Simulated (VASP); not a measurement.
# SiC (rocksalt type) (Fm-3m) in VASP: a series of runs, part 2 of 2

VASP 6.6.1. The steps go on from the part before.

**3. Single point, PBEsol (5.91 Å³/atom)**

This run uses another cell than the first one, of 5.91 Å³/atom.

Input file INCAR:

```
PREC = Accurate
ENCUT = 600
EDIFF = 1E-6
ISMEAR = -1
SIGMA = 0.08
LREAL = F
LASPH = T
NELM = 120
ALGO = Normal
ISIF = 2
LWAVE = F
LCHARG = F
GGA = PS
NBANDS = 11
GGA_COMPAT = F
```

Input file KPOINTS:

```
Automatic mesh
0
Gamma
  17 17 17
```

Input file POSCAR:

```
SiC
1.0
    0.0000000000      1.8078014922      1.8078014922
    1.8078014922      0.0000000000      1.8078014922
    1.8078014922      1.8078014922      0.0000000000
Si C
1 1
Direct
    0.0000000000      0.0000000000      0.0000000000
    0.5000000000      0.5000000000      0.5000000000
```

Potentials or basis: VASP PAW PBE potentials, release 64 (Si, C).

Launch:

```
$ cat potpaw_PBE.64/Si/POTCAR potpaw_PBE.64/C/POTCAR > POTCAR
$ mpirun -np 1 vasp_std > vasp.out
```

OUTCAR:

```text
PREC = Accurate
   ENCUT = 600
   EDIFF = 1E-6
   ISMEAR = -1
   LREAL = F
   LASPH = T
   NELM = 120
   ISIF = 2
   GGA = PS

 ion  position               nearest neighbor table
   1  0.000  0.000  0.000-   2 1.81   2 1.81   2 1.81   2 1.81   2 1.81   2 1.81
   2  0.500  0.500  0.500-   1 1.81   1 1.81   1 1.81   1 1.81   1 1.81   1 1.81

  LATTYP: Found a face centered cubic cell.
 ALAT       =     3.6156029844

  Lattice vectors:

 A1 = (   0.0000000000,   1.8078014922,   1.8078014922)
 A2 = (   1.8078014922,   0.0000000000,   1.8078014922)
 A3 = (   1.8078014922,   1.8078014922,   0.0000000000)

Analysis of symmetry for initial positions (statically):
=====================================================================
 Subroutine PRICEL returns:
 Original cell was already a primitive cell.

 Routine SETGRP: Setting up the symmetry group for a
 face centered cubic supercell.

 Subroutine GETGRP returns: Found 48 space group operations
 (whereof 48 operations were pure point group operations)
 out of a pool of 48 trial point group operations.

The static configuration has the point symmetry O_h .

Analysis of symmetry for dynamics (positions and initial velocities):
=====================================================================
 Subroutine PRICEL returns:
 Original cell was already a primitive cell.

 Routine SETGRP: Setting up the symmetry group for a
 face centered cubic supercell.

 Subroutine GETGRP returns: Found 48 space group operations
 (whereof 48 operations were pure point group operations)
 out of a pool of 48 trial point group operations.

The dynamic configuration has the point symmetry O_h .

 Subroutine INISYM returns: Found 48 space group operations
 (whereof 48 operations are pure point group operations),
 and found     1 'primitive' translations

----------------------------------------------------------------------------------------

                                     Primitive cell

  volume of cell :      11.8163

  direct lattice vectors                    reciprocal lattice vectors
     0.000000000  1.807801492  1.807801492    -0.276579039  0.276579039  0.276579039
     1.807801492  0.000000000  1.807801492     0.276579039 -0.276579039  0.276579039
     1.807801492  1.807801492  0.000000000     0.276579039  0.276579039 -0.276579039

  length of vectors
     2.556617388  2.556617388  2.556617388     0.479048948  0.479048948  0.479048948

  position of ions in fractional coordinates (direct lattice)
     0.000000000  0.000000000  0.000000000
     0.500000000  0.500000000  0.500000000

  ion indices of the primitive-cell ions
   primitive index   ion index
                 1           1
                 2           2

----------------------------------------------------------------------------------------

 KPOINTS: Automatic mesh

Automatic generation of k-mesh.
 Grid dimensions read from file:
 generate k-points for:   17   17   17

 Generating k-lattice:

  Cartesian coordinates                     Fractional coordinates (reciprocal lattice)
    -0.016269355  0.016269355  0.016269355     0.058823529  0.000000000  0.000000000
     0.016269355 -0.016269355  0.016269355     0.000000000  0.058823529  0.000000000
     0.016269355  0.016269355 -0.016269355     0.000000000  0.000000000  0.058823529

  Length of vectors
     0.028179350  0.028179350  0.028179350

  Shift w.r.t. Gamma in fractional coordinates (k-lattice)
     0.000000000  0.000000000  0.000000000

 Subroutine IBZKPT returns following result:
 ===========================================

 Found    165 irreducible k-points:

 Following reciprocal coordinates:
            Coordinates               Weight
  0.000000  0.000000  0.000000      1.000000
  0.058824  0.000000  0.000000      8.000000
  0.117647  0.000000  0.000000      8.000000
  0.176471  0.000000  0.000000      8.000000
  0.235294  0.000000  0.000000      8.000000
  0.294118  0.000000  0.000000      8.000000
[... 16 lines left out ...]
 -0.176471  0.058824  0.000000     24.000000
 -0.117647  0.058824  0.000000     24.000000
 [... further k-points ...]
   k-points           NKPTS =    165   k-points in BZ     NKDIM =    165   number of bands    NBANDS=     11
   number of dos      NEDOS =    301   number of ions     NIONS =      2
   total plane-waves  NPLWV =   8000
   dimension x,y,z NGX =    20 NGY =   20 NGZ =   20
   dimension x,y,z NGXF=    40 NGYF=   40 NGZF=   40
   ions per type =               1   1
   NGX,Y,Z   is equivalent  to a cutoff of  13.01, 13.01, 13.01 a.u.
   NGXF,Y,Z  is equivalent  to a cutoff of  26.01, 26.01, 26.01 a.u.
 SYSTEM =  unknown system
   PREC   = accura    normal or accurate (medium, high low for compatibility)
   ISTART =      0    job   : 0-new  1-cont  2-samecut
   ICHARG =      2    charge: 1-file 2-atom 10-const
   ISPIN  =      1    spin polarized calculation?
   LNONCOLLINEAR =      F non collinear calculations
   LSORBIT =      F    spin-orbit coupling
   LASPH  =      T    aspherical Exc in radial PAW
   ENCUT  =  600.0 eV  44.10 Ry    6.64 a.u.   5.11  5.11  5.11*2*pi/ulx,y,z
   NELM   =    120;   NELMIN=  2; NELMDL= -5     # of ELM steps
   EDIFF  = 0.1E-05   stopping-criterion for ELM
   LREAL  =      F    real-space projection
   EDIFFG = 0.1E-04   stopping-criterion for IOM
   NSW    =      0    number of steps for IOM
   IBRION =     -1    ionic relax: 0-MD 1-quasi-New 2-CG
   NFREE  =      0    steps in history (QN), initial steepest desc. (CG)
   ISIF   =      2    stress and relaxation
   ISYM   =      2    0-nonsym 1-usesym 2-fastsym
   POTIM  = 0.5000    time-step for ionic-motion
   TEBEG  =    0.0;   TEEND  =   0.0 temperature during run
   PSTRESS=    0.0 pullay stress
   NELECT =       8.0000    total number of electrons
   NUPDOWN=      -1.0000    fix difference up-down
   EMIN   =  10.00;   EMAX   =-10.00  energy-range for DOS
   EFERMI =   0.00;   METHOD = LEGACY
   ISMEAR =    -1;   SIGMA  =   0.08  broadening in eV -4-tet -1-fermi 0-gaus
   EFERMI_NEDOS =   21; number of points for ismear=-14 and -15
   IALGO  =     38    algorithm
   IMIX   =      4    mixing-type and parameters
     AMIX     =   0.40;   BMIX     =  1.00
     AMIX_MAG =   1.60;   BMIX_MAG =  1.00
  volume/ion in A,a.u.               =       5.91        39.87
  Fermi-wavevector in a.u.,A,eV,Ry     =   1.437510  2.716499 28.115539  2.066434
  Thomas-Fermi vector in A             =   2.556579
   LORBIT       =      0    0 simple, 1 ext, 2 COOP (PROOUT), +10 PAW based schemes
   GGA     = PS    functional components
   LHFCALC =     F    Hartree Fock is set to
   AEXX    =    0.0000 exact exchange contribution
   IVDW    =     0    specifies the selected vdW correction
   LEPSILON=     F    determine dielectric tensor
   LRPA    =     F    only Hartree local field effects (RPA)
 non-spin polarized calculation
  energy-cutoff  :      600.00
  volume of cell :       11.82
 maximum number of plane-waves:       411
   NGX = 11   NGY = 11   NGZ = 11

 number of electron       8.0000001 magnetization

 Free energy of the ion-electron system (eV)
  ---------------------------------------------------
  ext. energy  EPLUGINS =         0.00000000
  ---------------------------------------------------
  free energy    TOTEN  =       -12.72649160 eV

  energy without entropy =      -12.72641552  energy(sigma->0) =      -12.72645356

 E-fermi :  18.6654     XC(G=0): -14.3783

 val. band max:       18.3116591562   @ k =   0.0000   0.0000   0.0000
 cond. band min:      18.9353956448   @ k =   0.4706   0.4706   0.0000
 fundamental gap:      0.6237364887
 Fermi energy:        18.6654286142

 k-point     1 :       0.0000    0.0000    0.0000
  band No.  band energies     occupation
      1      -4.5800      2.00000
      2      18.3117      1.97627
      3      18.3117      1.97627
      4      18.3117      1.97627
      5      27.2057      0.00000
      6      27.2057      0.00000
      7      27.2057      0.00000
      8      32.9021      0.00000
      9      33.9203      0.00000
     10      33.9203      0.00000
     11      34.3033      0.00000
[... 309 lines left out ...]
 k-point    24 :      -0.1176    0.0588    0.0000
  band No.  band energies     occupation
      1      -3.9165      2.00000
      2      15.5660      2.00000
      3      16.8723      2.00000
      4      18.1096      1.99808
      5      26.6526      0.00000
      6      27.9432      0.00000
      7      28.7625      0.00000
      8      29.9563      0.00000
      9      31.8474      0.00000
     10      33.9246      0.00000
     11      35.7514      0.00000

 [... further k-points ...]

------------------------ aborting loop because EDIFF is reached ----------------------------------------

  FORCE on cell =-STRESS in cart. coord.  units (eV):
  Direction    XX          YY          ZZ          XY          YZ          ZX
  --------------------------------------------------------------------------------------
  -------------------------------------------------------------------------------------
  Total       12.7030215     12.7030215     12.7030215     -0.0000000     -0.0000000     -0.0000000
  in kB     1722.4054842   1722.4054842   1722.4054842     -0.0000000     -0.0000000     -0.0000000
  external PRESSURE =    1722.4054842 kB  Pullay stress =       0.0000000 kB

 VOLUME and BASIS-vectors are now :
 -----------------------------------------------------------------------------
  energy-cutoff  :      600.00
  volume of cell :       11.82
      direct lattice vectors                 reciprocal lattice vectors
     0.000000000  1.807801492  1.807801492    -0.276579039  0.276579039  0.276579039
     1.807801492  0.000000000  1.807801492     0.276579039 -0.276579039  0.276579039
     1.807801492  1.807801492  0.000000000     0.276579039  0.276579039 -0.276579039

 POSITION                                       TOTAL-FORCE (eV/Angst)
 -----------------------------------------------------------------------------------
      0.00000      0.00000      0.00000         0.000000      0.000000      0.000000
      1.80780      1.80780      1.80780        -0.000000     -0.000000     -0.000000
 -----------------------------------------------------------------------------------
    total drift:                                0.000000      0.000000      0.000000

  FREE ENERGIE OF THE ION-ELECTRON SYSTEM (eV)
  ---------------------------------------------------
  free  energy   TOTEN  =       -12.7264916006 eV

  energy  without entropy=      -12.7264155226  energy(sigma->0) =      -12.72645356
```

Wall time 9.6 s (1 thread of Intel Xeon 6975P-C (Granite Rapids), shared host); peak memory 0.14 GiB.

What came out:

- Free energy: -12.7265 eV
- Pressure: 172.2 GPa
- Band gap on the k mesh: 0.62 eV (least direct gap 6.42 eV)

Caveat: the cell stands under pressure; the PAW data sets were made with another functional, which shifts forces and pressure a little; an odd mesh through Γ misses points on the zone boundary, where band edges can lie.

**4. Single point, PBEsol (8.21 Å³/atom)**

This run uses another cell than the first one, of 8.21 Å³/atom.

Input file INCAR:

```
PREC = Accurate
ENCUT = 600
EDIFF = 1E-6
ISMEAR = -1
SIGMA = 0.08
LREAL = False
LASPH = True
NELM = 120
ALGO = Normal
ISIF = 2
LWAVE = False
LCHARG = True
GGA = PS
LELF = True
LVHAR = True
NBANDS = 11
GGA_COMPAT = False
```

Input file KPOINTS:

```
regular mesh
0
Gamma
  17 17 17
```

Input file POSCAR:

```
SiC
1.0
    0.0000000000      2.0170031434      2.0170031434
    2.0170031434      0.0000000000      2.0170031434
    2.0170031434      2.0170031434      0.0000000000
Si C
1 1
Direct
    0.0000000000      0.0000000000      0.0000000000
    0.5000000000      0.5000000000      0.5000000000
```

Launch:

```
$ cat potpaw_PBE.64/Si/POTCAR potpaw_PBE.64/C/POTCAR > POTCAR
$ mpirun -np 1 vasp_std > vasp.out
```

Wall time 12 s (1 thread of Intel Xeon 6975P-C (Granite Rapids), shared host); peak memory 0.15 GiB.

The run converged. Its results:

| Quantity | Value |
| --- | --- |
| Free energy | -14.6064 eV |
| Pressure | 0.4 GPa |
| Band gap on the k mesh | zero (bands 4 and 5 overlap by 0.90 eV) |

Levels at points of the mesh, in eV from the Fermi level:
| k point | band 1 | band 2 | band 3 | band 4 | band 5 | band 6 | band 7 | band 8 |
| --- | --- | --- | --- | --- | --- | --- | --- | --- |
| (0.00, 0.00, 0.00) | -18.59 | 0.03 | 0.03 | 0.03 | 7.73 | 8.89 | 8.89 | 8.89 |

Caveat: the PAW data sets were made with another functional, which shifts forces and pressure a little.

**5. Overview**

| cell | gap on the mesh (eV) | pressure (GPa) |
| --- | --- | --- |
| a = 2.458 Å, angles 60.0°, 2 atoms | none | 293.5 |
| a = 2.557 Å, angles 60.0°, 2 atoms | 0.62 | 172.2 |
| a = 2.852 Å, angles 60.0°, 2 atoms | none | 0.4 |

Alike in all rows: task single point; level PBEsol; potentials or basis VASP PAW PBE potentials, release 64 (Si, C); no spin polarisation; k mesh 17 × 17 × 17; cutoff (eV) 600; smearing fermi-dirac 0.08 eV.

Caveats: the PAW data sets were made with another functional, which shifts forces and pressure a little; the cell stands under pressure (at least some runs); semilocal functionals underestimate gaps, so a narrow gap can read as zero (at least some runs); an odd mesh through Γ misses points on the zone boundary, where band edges can lie (at least some runs).

Absolute energies hang on the potentials; compare differences alone.
